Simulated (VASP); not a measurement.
# Zr2PdC2 (I4/mmm) in VASP: single point with PBE

Aim: the single point of Zr2PdC2 with PBE.

The COD entry that gives the cell may itself be a prediction, so a difference from it is no test against experiment.

Program: VASP 6.6.1. These are calculated values, not measurements. Logs are shortened: lines on timing, memory, paths and dates and some standing lists are left out, and cuts for length are marked.

### Step 1. The cell of the first run

Symmetry: I4/mmm, No. 139, tetragonal system. Conventional cell: a = 4.124 Å, b = 4.124 Å, c = 9.590 Å, α = 90.00°, β = 90.00°, γ = 90.00°. Within 2.9 Å of Zr (site symmetry 4mm) lie 4 C at 2.18 Å. Within 4.1 Å of Pd (site symmetry 4/mmm) lie 10 Zr at 3.11 to 3.37 Å and 8 C at 3.16 Å. Within 2.9 Å of C (site symmetry -4m2) lie 4 Zr at 2.18 Å.

### Step 2. Single point, PBE

Input file INCAR:

```
  PREC = Accurate
  ENCUT = 520
  EDIFF = 1E-7
  ISMEAR = 0
  SIGMA = 0.1
  LREAL = F
  LASPH = T
  NELM = 60
  ALGO = Normal
  ISIF = 2
  LWAVE = F
  LCHARG = F
  GGA = PE
  NBANDS = 29
```

Input file KPOINTS:

```
Automatic mesh
0
Gamma
  12 12 12
```

Input file POSCAR:

```
Zr2PdC2
1.0
   -2.0622154525      2.0622154525      4.7947666081
    2.0622154525     -2.0622154525      4.7947666081
    2.0622154525      2.0622154525     -4.7947666081
Zr Pd C
2 1 2
Direct
    0.3246509362      0.3246509362      0.0000000000
    0.6753490638      0.6753490638      0.0000000000
    0.0000000000      0.0000000000      0.0000000000
    0.2500000000      0.7500000000      0.5000000000
    0.7500000000      0.2500000000      0.5000000000
```

Potentials or basis: VASP PAW PBE potentials, release 64 (Zr_sv, Pd, C).

Run with:

```console
$ cat potpaw_PBE.64/Zr_sv/POTCAR potpaw_PBE.64/Pd/POTCAR potpaw_PBE.64/C/POTCAR > POTCAR
$ mpirun -np 1 vasp_std > vasp.out
```

OUTCAR:

```text
PREC = Accurate
   ENCUT = 520
   EDIFF = 1E-7
   ISMEAR = 0
   LREAL = F
   LASPH = T
   NELM = 60
   ISIF = 2
   GGA = PE

 ion  position               nearest neighbor table
   1  0.325  0.325  0.000-   4 2.18   5 2.18   4 2.18   5 2.18   3 3.11   2 3.25   2 3.25   2 3.25
                             2 3.25   2 3.36   3 3.37   3 3.37   3 3.37   3 3.37
   2  0.675  0.675  0.000-   4 2.18   5 2.18   4 2.18   5 2.18   3 3.11   1 3.25   1 3.25   1 3.25
                             1 3.25   1 3.36   3 3.37   3 3.37   3 3.37   3 3.37
   3  0.000  0.000  0.000-   1 3.11   2 3.11   2 3.37   1 3.37   2 3.37   2 3.37   2 3.37   1 3.37
                             1 3.37   1 3.37
   4  0.250  0.750  0.500-   1 2.18   2 2.18   1 2.18   2 2.18
   5  0.750  0.250  0.500-   1 2.18   2 2.18   1 2.18   2 2.18

  LATTYP: Found a body centered tetragonal cell.
 ALAT       =     4.1244309050
 C/A-ratio  =     2.3250560955

  Lattice vectors:

 A1 = (  -2.0622154525,   2.0622154525,   4.7947666081)
 A2 = (   2.0622154525,  -2.0622154525,   4.7947666081)
 A3 = (   2.0622154525,   2.0622154525,  -4.7947666081)

Analysis of symmetry for initial positions (statically):
=====================================================================
 Subroutine PRICEL returns:
 Original cell was already a primitive cell.

 Routine SETGRP: Setting up the symmetry group for a
 body centered tetragonal supercell.

 Subroutine GETGRP returns: Found 16 space group operations
 (whereof 16 operations were pure point group operations)
 out of a pool of 16 trial point group operations.

The static configuration has the point symmetry D_4h.

Analysis of symmetry for dynamics (positions and initial velocities):
=====================================================================
 Subroutine PRICEL returns:
 Original cell was already a primitive cell.

 Routine SETGRP: Setting up the symmetry group for a
 body centered tetragonal supercell.

 Subroutine GETGRP returns: Found 16 space group operations
 (whereof 16 operations were pure point group operations)
 out of a pool of 16 trial point group operations.

The dynamic configuration has the point symmetry D_4h.

 Subroutine INISYM returns: Found 16 space group operations
 (whereof 16 operations are pure point group operations),
 and found     1 'primitive' translations

----------------------------------------------------------------------------------------

                                     Primitive cell

  volume of cell :      81.5634

  direct lattice vectors                    reciprocal lattice vectors
    -2.062215452  2.062215452  4.794766608     0.000000000  0.242457692  0.104280363
     2.062215452 -2.062215452  4.794766608     0.242457692  0.000000000  0.104280363
     2.062215452  2.062215452 -4.794766608     0.242457692  0.242457692  0.000000000

  length of vectors
     5.612063076  5.612063076  5.612063076     0.263932049  0.263932049  0.342886957

  position of ions in fractional coordinates (direct lattice)
     0.324650936  0.324650936  0.000000000
     0.675349064  0.675349064  0.000000000
     0.000000000  0.000000000  0.000000000
     0.250000000  0.750000000  0.500000000
     0.750000000  0.250000000  0.500000000

  ion indices of the primitive-cell ions
   primitive index   ion index
                 1           1
                 2           2
                 3           3
                 4           4
                 5           5

----------------------------------------------------------------------------------------

 KPOINTS: Automatic mesh

Automatic generation of k-mesh.
 Grid dimensions read from file:
 generate k-points for:   12   12   12

 Generating k-lattice:

  Cartesian coordinates                     Fractional coordinates (reciprocal lattice)
     0.000000000  0.020204808  0.008690030     0.083333333  0.000000000  0.000000000
     0.020204808  0.000000000  0.008690030     0.000000000  0.083333333  0.000000000
     0.020204808  0.020204808  0.000000000     0.000000000  0.000000000  0.083333333

  Length of vectors
     0.021994337  0.021994337  0.028573913

  Shift w.r.t. Gamma in fractional coordinates (k-lattice)
     0.000000000  0.000000000  0.000000000

 Subroutine IBZKPT returns following result:
 ===========================================

 Found    163 irreducible k-points:

 Following reciprocal coordinates:
            Coordinates               Weight
  0.000000  0.000000  0.000000      1.000000
  0.083333  0.000000 -0.000000      8.000000
  0.166667  0.000000  0.000000      8.000000
  0.250000  0.000000 -0.000000      8.000000
  0.333333  0.000000  0.000000      8.000000
  0.416667  0.000000 -0.000000      8.000000
[... 16 lines left out ...]
  0.500000  0.166667 -0.000000     16.000000
 -0.416667  0.166667  0.000000     16.000000
 [... further k-points ...]
   k-points           NKPTS =    163   k-points in BZ     NKDIM =    163   number of bands    NBANDS=     29
   number of dos      NEDOS =    301   number of ions     NIONS =      5
   total plane-waves  NPLWV =  74088
   dimension x,y,z NGX =    42 NGY =   42 NGZ =   42
   dimension x,y,z NGXF=    84 NGYF=   84 NGZF=   84
   ions per type =               2   1   2
   NGX,Y,Z   is equivalent  to a cutoff of  12.44, 12.44, 12.44 a.u.
   NGXF,Y,Z  is equivalent  to a cutoff of  24.88, 24.88, 24.88 a.u.
 SYSTEM =  unknown system
   PREC   = accura    normal or accurate (medium, high low for compatibility)
   ISTART =      0    job   : 0-new  1-cont  2-samecut
   ICHARG =      2    charge: 1-file 2-atom 10-const
   ISPIN  =      1    spin polarized calculation?
   LNONCOLLINEAR =      F non collinear calculations
   LSORBIT =      F    spin-orbit coupling
   LASPH  =      T    aspherical Exc in radial PAW
   ENCUT  =  520.0 eV  38.22 Ry    6.18 a.u.  10.43 10.43 10.43*2*pi/ulx,y,z
   NELM   =     60;   NELMIN=  2; NELMDL= -5     # of ELM steps
   EDIFF  = 0.1E-06   stopping-criterion for ELM
   LREAL  =      F    real-space projection
   EDIFFG = 0.1E-05   stopping-criterion for IOM
   NSW    =      0    number of steps for IOM
   IBRION =     -1    ionic relax: 0-MD 1-quasi-New 2-CG
   NFREE  =      0    steps in history (QN), initial steepest desc. (CG)
   ISIF   =      2    stress and relaxation
   ISYM   =      2    0-nonsym 1-usesym 2-fastsym
   POTIM  = 0.5000    time-step for ionic-motion
   TEBEG  =    0.0;   TEEND  =   0.0 temperature during run
   PSTRESS=    0.0 pullay stress
   NELECT =      42.0000    total number of electrons
   NUPDOWN=      -1.0000    fix difference up-down
   EMIN   =  10.00;   EMAX   =-10.00  energy-range for DOS
   EFERMI =   0.00;   METHOD = LEGACY
   ISMEAR =     0;   SIGMA  =   0.10  broadening in eV -4-tet -1-fermi 0-gaus
   EFERMI_NEDOS =   21; number of points for ismear=-14 and -15
   IALGO  =     38    algorithm
   IMIX   =      4    mixing-type and parameters
     AMIX     =   0.40;   BMIX     =  1.00
     AMIX_MAG =   1.60;   BMIX_MAG =  1.00
  volume/ion in A,a.u.               =      16.31       110.08
  Fermi-wavevector in a.u.,A,eV,Ry     =   1.312178  2.479657 23.426662  1.721811
  Thomas-Fermi vector in A             =   2.442588
   LORBIT       =      0    0 simple, 1 ext, 2 COOP (PROOUT), +10 PAW based schemes
   GGA     = PE    functional components
   LHFCALC =     F    Hartree Fock is set to
   AEXX    =    0.0000 exact exchange contribution
   IVDW    =     0    specifies the selected vdW correction
   LEPSILON=     F    determine dielectric tensor
   LRPA    =     F    only Hartree local field effects (RPA)
 non-spin polarized calculation
 Gauss-broadening in eV      SIGMA  =   0.10
  energy-cutoff  :      520.00
  volume of cell :       81.56
 maximum number of plane-waves:      2241
 NGX is ok and might be reduce to    42
   NGX = 21   NGY = 21   NGZ = 21

 number of electron      41.9999998 magnetization

 Free energy of the ion-electron system (eV)
  ---------------------------------------------------
  ext. energy  EPLUGINS =         0.00000000
  ---------------------------------------------------
  free energy    TOTEN  =       -40.30699197 eV

  energy without entropy =      -40.29388193  energy(sigma->0) =      -40.30043695

 E-fermi :   7.2284     XC(G=0): -11.1511

 val. band max:        7.2236055087   @ k =  -0.3333   0.3333   0.2500
 cond. band min:       7.2342618233   @ k =  -0.4167   0.5000   0.4167
 fundamental gap:      0.0106563146
 Fermi energy:         7.2283957063

 k-point     1 :       0.0000    0.0000    0.0000
  band No.  band energies     occupation
      1     -40.8972      2.00000
      2     -40.7879      2.00000
      3     -19.2175      2.00000
      4     -19.1556      2.00000
      5     -19.1556      2.00000
      6     -18.8935      2.00000
[... 21 lines left out ...]
     28      12.8227      0.00000
     29      13.3819      0.00000

 k-point     2 :       0.0833    0.0000   -0.0000
  band No.  band energies     occupation
      1     -40.8952      2.00000
      2     -40.7896      2.00000
      3     -19.2194      2.00000
      4     -19.1633      2.00000
      5     -19.1491      2.00000
      6     -18.8888      2.00000
[... 21 lines left out ...]
     28      12.7840      0.00000
     29      13.0642      0.00000

 k-point     3 :       0.1667    0.0000    0.0000
  band No.  band energies     occupation
      1     -40.8895      2.00000
      2     -40.7946      2.00000
      3     -19.2271      2.00000
      4     -19.1807      2.00000
      5     -19.1304      2.00000
      6     -18.8790      2.00000
[... 21 lines left out ...]
     28      12.3672      0.00000
     29      12.6202      0.00000

 k-point     4 :       0.2500    0.0000   -0.0000
  band No.  band energies     occupation
      1     -40.8805      2.00000
      2     -40.8026      2.00000
      3     -19.2436      2.00000
      4     -19.1964      2.00000
      5     -19.1007      2.00000
      6     -18.8746      2.00000
[... 597 lines left out ...]
     28      11.8387      0.00000
     29      12.2261      0.00000

 k-point    23 :       0.5000    0.1667   -0.0000
  band No.  band energies     occupation
      1     -40.8467      2.00000
      2     -40.8333      2.00000
      3     -19.2954      2.00000
      4     -19.2469      2.00000
      5     -19.0580      2.00000
      6     -18.9740      2.00000
[... 21 lines left out ...]
     28      11.7588      0.00000
     29      12.3393      0.00000

 k-point    24 :      -0.4167    0.1667    0.0000
  band No.  band energies     occupation
      1     -40.8563      2.00000
      2     -40.8239      2.00000
      3     -19.2887      2.00000
      4     -19.2496      2.00000
      5     -19.0451      2.00000
      6     -18.9882      2.00000
[... 21 lines left out ...]
     28      11.8257      0.00000
     29      12.3747      0.00000

 [... further k-points ...]
[... 5 lines left out ...]
  --------------------------------------------------------------------------------------
  -------------------------------------------------------------------------------------
  Total        0.0678450      0.0678450      0.0205758      0.0000000      0.0000000      0.0000000
  in kB        1.3327007      1.3327007      0.4041768      0.0000000      0.0000000      0.0000000
  external PRESSURE =       1.0231927 kB  Pullay stress =       0.0000000 kB

 VOLUME and BASIS-vectors are now :
 -----------------------------------------------------------------------------
  energy-cutoff  :      520.00
  volume of cell :       81.56
      direct lattice vectors                 reciprocal lattice vectors
    -2.062215452  2.062215452  4.794766608     0.000000000  0.242457692  0.104280363
     2.062215452 -2.062215452  4.794766608     0.242457692  0.000000000  0.104280363
     2.062215452  2.062215452 -4.794766608     0.242457692  0.242457692  0.000000000

 POSITION                                       TOTAL-FORCE (eV/Angst)
 -----------------------------------------------------------------------------------
      0.00000      0.00000      3.11325        -0.000000     -0.000000      0.029206
      0.00000      0.00000      6.47628        -0.000000     -0.000000     -0.029206
      0.00000      0.00000      0.00000         0.000000      0.000000      0.000000
      2.06222      0.00000      2.39738         0.000000      0.000000      0.000000
      0.00000      2.06222      2.39738         0.000000      0.000000     -0.000000
 -----------------------------------------------------------------------------------
    total drift:                               -0.000000     -0.000000      0.000000

  FREE ENERGIE OF THE ION-ELECTRON SYSTEM (eV)
  ---------------------------------------------------
  free  energy   TOTEN  =       -40.3069919743 eV

  energy  without entropy=      -40.2938819297  energy(sigma->0) =      -40.30043695
```

It took 7.4 min on 1 thread of Intel Xeon Platinum 8375C at 2.90GHz (Ice Lake), shared host; peak memory 0.52 GiB.

What came out:

* Free energy: -40.3070 eV
* Pressure: 0.1 GPa
* Largest force: 0.029 eV/Å
* Band gap on the k mesh: zero (band 21 reaches 7.98 eV, above the bottom of band 22 at 6.59 eV)

Forces in eV/Å, atoms in the order of the input:
```
Zr   0.000  0.000  0.029
Zr   0.000  0.000 -0.029
Pd   0.000  0.000  0.000
C    0.000  0.000  0.000
C    0.000  0.000  0.000
```
